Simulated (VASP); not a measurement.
# CuAu (P4/mmm) in VASP: notebook

Runs on CuAu. Level: PBEsol. Tasks: electric field gradients.

Everything below comes from runs of VASP 6.6.1. Logs are shortened: lines on timing, memory, paths and dates and some standing lists are left out, and cuts for length are marked.

### Step 1. The cell of the first run

It takes space group P4/mmm (No. 123, tetragonal). Conventional cell: a = 2.809 Å, b = 2.809 Å, c = 3.682 Å, α = 90.00°, β = 90.00°, γ = 90.00°. Within 3.6 Å of Cu (site symmetry 4/mmm) lie 8 Au at 2.71 Å and 4 Cu at 2.81 Å. Au (site symmetry 4/mmm) has 8 Cu at 2.71 Å and 4 Au at 2.81 Å within 3.6 Å.

### Step 2. Electric field gradients, PBEsol (volume scaled by 1.01)

The input, INCAR:

```
SYSTEM = CuAu
PREC     = Accurate       ! precision mode
ENCUT    = 520            ! plane-wave cutoff, eV
EDIFF    = 1E-8           ! SCF threshold, eV
ISMEAR   = -1             ! smearing method
SIGMA    = 0.05           ! smearing width, eV
LREAL    = .False.        ! projectors in reciprocal space
LASPH    = .True.         ! aspherical terms in the spheres
NELM     = 60             ! most SCF steps
ALGO     = Normal         ! electronic algorithm
ISIF     = 2              ! what is computed and relaxed
LWAVE    = .False.        ! write WAVECAR
LCHARG   = .False.        ! write CHGCAR
GGA      = PS             ! functional
LEFG     = .True.       
NBANDS   = 18             ! bands
```

The input, KPOINTS:

```
regular mesh
0
Gamma
  13 13 10
  0 0 0
```

The input, POSCAR:

```
CuAu
1.0
    2.8093023939      0.0000000000      0.0000000000
    0.0000000000      2.8093023939      0.0000000000
    0.0000000000      0.0000000000      3.6821927806
Cu Au
1 1
Direct
    0.5000000000      0.5000000000      0.5000000000
    0.0000000000      0.0000000000      0.0000000000
```

Potentials or basis: VASP PAW PBE potentials, release 64 (Cu, Au).

Started as:

```
$ cat potpaw_PBE.64/Cu/POTCAR potpaw_PBE.64/Au/POTCAR > POTCAR
$ mpirun -np 1 vasp_std > vasp.out
```

OUTCAR:

```text
SYSTEM = CuAu
   PREC = Accurate
   ENCUT = 520
   EDIFF = 1E-8
   ISMEAR = -1
   LREAL = .False.
   LASPH = .True.
   NELM = 60
   ISIF = 2
   GGA = PS

 ion  position               nearest neighbor table
   1  0.500  0.500  0.500-   2 2.71   2 2.71   2 2.71   2 2.71   2 2.71   2 2.71   2 2.71   2 2.71

   2  0.000  0.000  0.000-   1 2.71   1 2.71   1 2.71   1 2.71   1 2.71   1 2.71   1 2.71   1 2.71

  LATTYP: Found a simple tetragonal cell.
 ALAT       =     2.8093023939
 C/A-ratio  =     1.3107142857

  Lattice vectors:

 A1 = (   2.8093023939,   0.0000000000,   0.0000000000)
 A2 = (   0.0000000000,   2.8093023939,   0.0000000000)
 A3 = (   0.0000000000,   0.0000000000,   3.6821927806)

Analysis of symmetry for initial positions (statically):
=====================================================================
 Subroutine PRICEL returns:
 Original cell was already a primitive cell.

 Routine SETGRP: Setting up the symmetry group for a
 simple tetragonal supercell.

 Subroutine GETGRP returns: Found 16 space group operations
 (whereof 16 operations were pure point group operations)
 out of a pool of 16 trial point group operations.

The static configuration has the point symmetry D_4h.

Analysis of symmetry for dynamics (positions and initial velocities):
=====================================================================
 Subroutine PRICEL returns:
 Original cell was already a primitive cell.

 Routine SETGRP: Setting up the symmetry group for a
 simple tetragonal supercell.

 Subroutine GETGRP returns: Found 16 space group operations
 (whereof 16 operations were pure point group operations)
 out of a pool of 16 trial point group operations.

The dynamic configuration has the point symmetry D_4h.

 Subroutine INISYM returns: Found 16 space group operations
 (whereof 16 operations are pure point group operations),
 and found     1 'primitive' translations

----------------------------------------------------------------------------------------

                                     Primitive cell

  volume of cell :      29.0605

  direct lattice vectors                    reciprocal lattice vectors
     2.809302394  0.000000000  0.000000000     0.355960256  0.000000000  0.000000000
     0.000000000  2.809302394  0.000000000     0.000000000  0.355960256  0.000000000
[... 118 lines left out ...]
  volume of cell :       29.06
 maximum number of plane-waves:       808
 NGX is ok and might be reduce to    24
   NGX = 11   NGY = 11   NGZ = 13

 number of electron      22.0000009 magnetization

 Free energy of the ion-electron system (eV)
  ---------------------------------------------------
  ext. energy  EPLUGINS =         0.00000000
  ---------------------------------------------------
  free energy    TOTEN  =        -8.35158956 eV

  energy without entropy =       -8.34723908  energy(sigma->0) =       -8.34941432

 E-fermi :   8.5932     XC(G=0): -12.8456

 val. band max:        8.5911378972   @ k =   0.4615   0.3846   0.1000
 cond. band min:       8.6374766018   @ k =   0.4615   0.0000   0.3000
 fundamental gap:      0.0463387046
 Fermi energy:         8.5932126013

 k-point     1 :       0.0000    0.0000    0.0000
  band No.  band energies     occupation
      1      -1.2729      2.00000
      2       1.9377      2.00000
      3       2.1055      2.00000
      4       4.5107      2.00000
      5       4.5107      2.00000
      6       5.5769      2.00000
[... 481 lines left out ...]
      5       4.6668      2.00000
      6       5.8008      2.00000
[... 10 lines left out ...]
     17      21.6522      0.00000
     18      21.8539      0.00000

 [... further k-points ...]
[... 5 lines left out ...]
  --------------------------------------------------------------------------------------
  -------------------------------------------------------------------------------------
  Total       -0.6707225     -0.6707225     -0.5633692      0.0000000      0.0000000     -0.0000000
  in kB      -36.9785571    -36.9785571    -31.0599097      0.0000000      0.0000000     -0.0000000
  external PRESSURE =     -35.0056746 kB  Pullay stress =       0.0000000 kB

 VOLUME and BASIS-vectors are now :
 -----------------------------------------------------------------------------
  energy-cutoff  :      520.00
  volume of cell :       29.06
      direct lattice vectors                 reciprocal lattice vectors
     2.809302394  0.000000000  0.000000000     0.355960256  0.000000000  0.000000000
     0.000000000  2.809302394  0.000000000     0.000000000  0.355960256  0.000000000
     0.000000000  0.000000000  3.682192781     0.000000000  0.000000000  0.271577307

 POSITION                                       TOTAL-FORCE (eV/Angst)
 -----------------------------------------------------------------------------------
      1.40465      1.40465      1.84110         0.000000      0.000000      0.000000
      0.00000      0.00000      0.00000         0.000000      0.000000      0.000000
 -----------------------------------------------------------------------------------
    total drift:                                0.000000      0.000000     -0.000000

  FREE ENERGIE OF THE ION-ELECTRON SYSTEM (eV)
  ---------------------------------------------------
  free  energy   TOTEN  =        -8.3515895569 eV

  energy  without entropy=       -8.3472390777  energy(sigma->0) =       -8.34941432

 Electric field gradients (V/A^2)
---------------------------------------------------------------------
 ion       V_xx      V_yy      V_zz      V_xy      V_xz      V_yz
---------------------------------------------------------------------
   1       6.792     6.792   -13.584     0.000     0.000     0.000
   2     -38.661   -38.661    77.321    -0.000     0.000     0.000
---------------------------------------------------------------------

 Electric field gradients after diagonalization (V/A^2)
 (convention: |V_zz| > |V_xx| > |V_yy|)
----------------------------------------------------------------------
 ion       V_xx      V_yy      V_zz     asymmetry (V_yy - V_xx)/ V_zz
----------------------------------------------------------------------
   1       6.792     6.792   -13.584       0.000
   2     -38.661   -38.661    77.321       0.000
----------------------------------------------------------------------

           NMR quadrupolar parameters

 Cq : quadrupolar parameter    Cq=e*Q*V_zz/h
 eta: asymmetry parameters     (V_yy - V_xx)/ V_zz
 Q  : nuclear electric quadrupole moment in mb (millibarn)
----------------------------------------------------------------------
 ion       Cq(MHz)       eta       Q (mb)
----------------------------------------------------------------------
   1      -0.033       0.000       1.000
   2       0.187       0.000       1.000
----------------------------------------------------------------------
```

stdout:

```text
POSCAR found type information on POSCAR CuAu
 POSCAR found :  2 types and       2 ions
 scaLAPACK will be used
 -----------------------------------------------------------------------------
|                                                                             |
|                                                                             |
|     You enforced a specific xc type in the INCAR file but a different       |
|     I HOPE YOU KNOW WHAT YOU ARE DOING!                                     |
|                                                                             |
 -----------------------------------------------------------------------------

 LDA part: xc-table for (Slater+PW92), standard interpolation
 POSCAR, INCAR and KPOINTS ok, starting setup
 FFT: planning ... GRIDC
 FFT: planning ... GRID_SOFT
 FFT: planning ... GRID
 WAVECAR not read
 entering main loop
ion   1

ion   2
```

Run time: 50 s. Hardware: 1 thread of Intel Xeon 6975P-C, shared host; peak memory 0.22 GiB.

Results:

```
Free energy            : -8.3516 eV
Pressure               : -3.5 GPa
Band gap on the k mesh : zero (band 11 reaches 12.97 eV, above the bottom of band 12 at 6.61 eV)
```

Electric field gradients, principal values (V/Å²):
| atom | least | middle | greatest (by size) |
| --- | --- | --- | --- |
| 1 Cu | 6.792 | 6.792 | -13.584 |
| 2 Au | -38.661 | -38.661 | 77.321 |

Caveat: without QUAD_EFG the Cq values of the log hold for a quadrupole moment of 1 mb, not for the nuclei; the PAW data sets were made with another functional, which shifts forces and pressure a little; spin-orbit coupling is left out, which moves the levels of the heavy elements.

### Step 3. Electric field gradients, PBEsol (volume scaled by 1.01)

The input, INCAR:

```
  PREC = Accurate
  ENCUT = 520
  EDIFF = 1E-8
  ISMEAR = -1
  SIGMA = 0.05
  LREAL = False
  LASPH = True
  NELM = 100
  ALGO = Normal
  ISIF = 2
  LWAVE = False
  LCHARG = False
  GGA = PS
  LEFG = True
  NBANDS = 18
```

The input, KPOINTS:

```
regular mesh
0
Gamma
  13 13 10
```

POSCAR is that of step 2.

Potentials or basis: VASP PAW PBE potentials, release 64 (Cu, Au).

Started as:

```
$ cat potpaw_PBE.64/Cu/POTCAR potpaw_PBE.64/Au/POTCAR > POTCAR
$ mpirun -np 1 vasp_std > vasp.out
```

OUTCAR:

```text
PREC = Accurate
   ENCUT = 520
   EDIFF = 1E-8
   ISMEAR = -1
   LREAL = False
   LASPH = True
   NELM = 100
   ISIF = 2
   GGA = PS

 ion  position               nearest neighbor table
   1  0.500  0.500  0.500-   2 2.71   2 2.71   2 2.71   2 2.71   2 2.71   2 2.71   2 2.71   2 2.71

   2  0.000  0.000  0.000-   1 2.71   1 2.71   1 2.71   1 2.71   1 2.71   1 2.71   1 2.71   1 2.71

  LATTYP: Found a simple tetragonal cell.
 ALAT       =     2.8093023939
 C/A-ratio  =     1.3107142857

  Lattice vectors:

 A1 = (   2.8093023939,   0.0000000000,   0.0000000000)
 A2 = (   0.0000000000,   2.8093023939,   0.0000000000)
 A3 = (   0.0000000000,   0.0000000000,   3.6821927806)

Analysis of symmetry for initial positions (statically):
=====================================================================
 Subroutine PRICEL returns:
 Original cell was already a primitive cell.

 Routine SETGRP: Setting up the symmetry group for a
 simple tetragonal supercell.

 Subroutine GETGRP returns: Found 16 space group operations
 (whereof 16 operations were pure point group operations)
 out of a pool of 16 trial point group operations.

The static configuration has the point symmetry D_4h.

Analysis of symmetry for dynamics (positions and initial velocities):
=====================================================================
 Subroutine PRICEL returns:
 Original cell was already a primitive cell.

 Routine SETGRP: Setting up the symmetry group for a
 simple tetragonal supercell.

 Subroutine GETGRP returns: Found 16 space group operations
 (whereof 16 operations were pure point group operations)
 out of a pool of 16 trial point group operations.

[... 151 lines left out ...]
 cond. band min:       8.6374766018   @ k =   0.4615   0.0000   0.3000
 fundamental gap:      0.0463387046
 Fermi energy:         8.5932126013

 k-point     1 :       0.0000    0.0000    0.0000
  band No.  band energies     occupation
      1      -1.2729      2.00000
      2       1.9377      2.00000
      3       2.1055      2.00000
      4       4.5107      2.00000
      5       4.5107      2.00000
      6       5.5769      2.00000
[... 481 lines left out ...]
      5       4.6668      2.00000
      6       5.8008      2.00000
[... 10 lines left out ...]
     17      21.6522      0.00000
     18      21.8539      0.00000

 [... further k-points ...]
[... 5 lines left out ...]
  --------------------------------------------------------------------------------------
  -------------------------------------------------------------------------------------
  Total       -0.6707225     -0.6707225     -0.5633692      0.0000000      0.0000000     -0.0000000
  in kB      -36.9785571    -36.9785571    -31.0599097      0.0000000      0.0000000     -0.0000000
  external PRESSURE =     -35.0056746 kB  Pullay stress =       0.0000000 kB

 VOLUME and BASIS-vectors are now :
 -----------------------------------------------------------------------------
  energy-cutoff  :      520.00
  volume of cell :       29.06
      direct lattice vectors                 reciprocal lattice vectors
     2.809302394  0.000000000  0.000000000     0.355960256  0.000000000  0.000000000
     0.000000000  2.809302394  0.000000000     0.000000000  0.355960256  0.000000000
     0.000000000  0.000000000  3.682192781     0.000000000  0.000000000  0.271577307

 POSITION                                       TOTAL-FORCE (eV/Angst)
 -----------------------------------------------------------------------------------
      1.40465      1.40465      1.84110         0.000000      0.000000      0.000000
      0.00000      0.00000      0.00000         0.000000      0.000000      0.000000
 -----------------------------------------------------------------------------------
    total drift:                                0.000000      0.000000     -0.000000

  FREE ENERGIE OF THE ION-ELECTRON SYSTEM (eV)
  ---------------------------------------------------
  free  energy   TOTEN  =        -8.3515895569 eV

  energy  without entropy=       -8.3472390777  energy(sigma->0) =       -8.34941432

 Electric field gradients (V/A^2)
---------------------------------------------------------------------
 ion       V_xx      V_yy      V_zz      V_xy      V_xz      V_yz
---------------------------------------------------------------------
   1       6.792     6.792   -13.584     0.000     0.000     0.000
   2     -38.661   -38.661    77.321    -0.000     0.000     0.000
---------------------------------------------------------------------

 Electric field gradients after diagonalization (V/A^2)
 (convention: |V_zz| > |V_xx| > |V_yy|)
----------------------------------------------------------------------
 ion       V_xx      V_yy      V_zz     asymmetry (V_yy - V_xx)/ V_zz
----------------------------------------------------------------------
   1       6.792     6.792   -13.584       0.000
   2     -38.661   -38.661    77.321       0.000
----------------------------------------------------------------------

           NMR quadrupolar parameters

 Cq : quadrupolar parameter    Cq=e*Q*V_zz/h
 eta: asymmetry parameters     (V_yy - V_xx)/ V_zz
 Q  : nuclear electric quadrupole moment in mb (millibarn)
----------------------------------------------------------------------
 ion       Cq(MHz)       eta       Q (mb)
----------------------------------------------------------------------
   1      -0.033       0.000       1.000
   2       0.187       0.000       1.000
----------------------------------------------------------------------
```

stdout:

```text
POSCAR found type information on POSCAR CuAu
 POSCAR found :  2 types and       2 ions
 scaLAPACK will be used
 -----------------------------------------------------------------------------
|                                                                             |
|                                                                             |
|     You enforced a specific xc type in the INCAR file but a different       |
|     I HOPE YOU KNOW WHAT YOU ARE DOING!                                     |
|                                                                             |
 -----------------------------------------------------------------------------

 LDA part: xc-table for (Slater+PW92), standard interpolation
 POSCAR, INCAR and KPOINTS ok, starting setup
 FFT: planning ... GRIDC
 FFT: planning ... GRID_SOFT
 FFT: planning ... GRID
 WAVECAR not read
 entering main loop
ion   1

ion   2
```

It took 54 s on 1 thread of Intel Xeon 6975P-C, shared host; peak memory 0.22 GiB.

What came out:

```yaml
Free_energy: -8.3516 eV
Pressure: -3.5 GPa
Band_gap_on_the_k_mesh: zero (band 11 reaches 12.97 eV, above the bottom of band 12 at 6.61 eV)
```

Stress tensor (GPa, compression positive):
```
-3.70  0.00  0.00
 0.00 -3.70  0.00
 0.00  0.00 -3.11
```

Electric field gradients, principal values (V/Å²):
```tsv
atom	least	middle	greatest (by size)
1 Cu	6.792	6.792	-13.584
2 Au	-38.661	-38.661	77.321
```

Caveat: without QUAD_EFG the Cq values of the log hold for a quadrupole moment of 1 mb, not for the nuclei; the PAW data sets were made with another functional, which shifts forces and pressure a little; spin-orbit coupling is left out, which moves the levels of the heavy elements.

(Part 1 of 2 ends here.)
